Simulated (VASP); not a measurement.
Input of a VASP 6.6.1 run:

File INCAR:

```
SYSTEM = WSe2
ALGO     = Normal         ! electronic algorithm
EDIFF    = 1E-6           ! SCF threshold, eV
ENCUT    = 500            ! plane-wave cutoff, eV
GGA_COMPAT= .False.      
ISIF     = 2              ! what is computed and relaxed
ISMEAR   = 0              ! smearing method
LASPH    = .True.         ! aspherical terms in the spheres
LCHARG   = .True.         ! write CHGCAR
LELF     = .True.         ! ELF
LREAL    = .False.        ! projectors in reciprocal space
LVHAR    = .True.       
LWAVE    = .False.        ! write WAVECAR
NBANDS   = 20             ! bands
NELM     = 120            ! most SCF steps
PREC     = Accurate       ! precision mode
SIGMA    = 0.05           ! smearing width, eV
```

Contents of KPOINTS:

```
k-points
0
Gamma
  9 9 2
  0 0 0
```

File POSCAR:

```
WSe2
1.0
    3.3340930645      0.0000000000      0.0000000000
   -1.6670465323      2.8874092925      0.0000000000
    0.0000000000      0.0000000000     16.6603124568
W Se
1 2
Direct
    0.0000000000      0.0000000000     -0.0030940386
    0.3333333333      0.6666666667      0.1035294014
    0.3333333333      0.6666666667      0.9036733446
```

Potentials or basis: VASP PAW LDA potentials, release 64 (W_sv, Se).

Command:

```bash
$ cat potpaw_LDA.64/W_sv/POTCAR potpaw_LDA.64/Se/POTCAR > POTCAR
$ mpirun -np 1 vasp_std > vasp.out
```

(1) Estimate the band gap on the k mesh.

(2) Predict the largest force.

Results:

(1) 1.48 eV, direct.

(2) 3.015 eV/Å.

Caveat: spin-orbit coupling is left out, which moves the levels of the heavy elements.
